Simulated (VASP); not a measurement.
Write the native input for VASP 6.6.1 that does the following.

- Task: single point
- Functional: PBE
- Potentials or basis: VASP PAW PBE potentials, release 64 (Sr_sv, Ti_sv, O)
- Cutoff: 520 eV
- k mesh: 7 × 7 × 7
- Occupations: fermi-dirac, width 0.05 eV
- Spin: no spin polarisation
- Dipole correction: no
- Further INCAR settings: ALGO = Normal; EDIFF = 1e-07; NBANDS = 28

The structure of SrTiO3 lies in POSCAR:

```
SrTiO3
1.0
    3.9050000000     -0.0195250000     -0.0195250000
   -0.0195250000      3.9050000000     -0.0195250000
   -0.0195250000     -0.0195250000      3.9050000000
Sr Ti O
1 1 3
Direct
    0.0000000000      0.0000000000      0.0000000000
    0.5000000000      0.5000000000      0.5000000000
    0.0000000000      0.5000000000      0.5000000000
    0.5000000000      0.0000000000      0.5000000000
    0.5000000000      0.5000000000      0.0000000000
```

This cell differs from its parent crystal: equal xy, yz and zx shear strains of -1 %.

These files were run (other wordings do the same):

INCAR

```
SYSTEM = SrTiO3
PREC = Accurate
ENCUT = 520
EDIFF = 1E-7
ISMEAR = -1
SIGMA = 0.05
LREAL = .FALSE.
LASPH = .TRUE.
NELM = 60
ALGO = Normal
ISIF = 2
LWAVE = .FALSE.
LCHARG = .FALSE.
GGA = PE
NBANDS = 28
```

KPOINTS

```
Automatic mesh
0
G
  7 7 7
  0 0 0
```

Potentials or basis: VASP PAW PBE potentials, release 64 (Sr_sv, Ti_sv, O).

Command:

```bash
$ cat potpaw_PBE.64/Sr_sv/POTCAR potpaw_PBE.64/Ti_sv/POTCAR potpaw_PBE.64/O/POTCAR > POTCAR
$ mpirun -np 1 vasp_std > vasp.out
```

Results of the run:

```json
{
  "Pressure": "5.0 GPa",
  "Band gap on the k mesh": "1.87 eV (least direct gap 2.13 eV)"
}
```

Caveat: the cell differs from its parent crystal (equal xy, yz and zx shear strains of -1 %); the cell stands under pressure; an odd mesh through Γ misses points on the zone boundary, where band edges can lie.

Wall time 2.3 min on 1 thread of Intel Xeon 8259CL, on a shared host, peak memory 0.22 GiB.
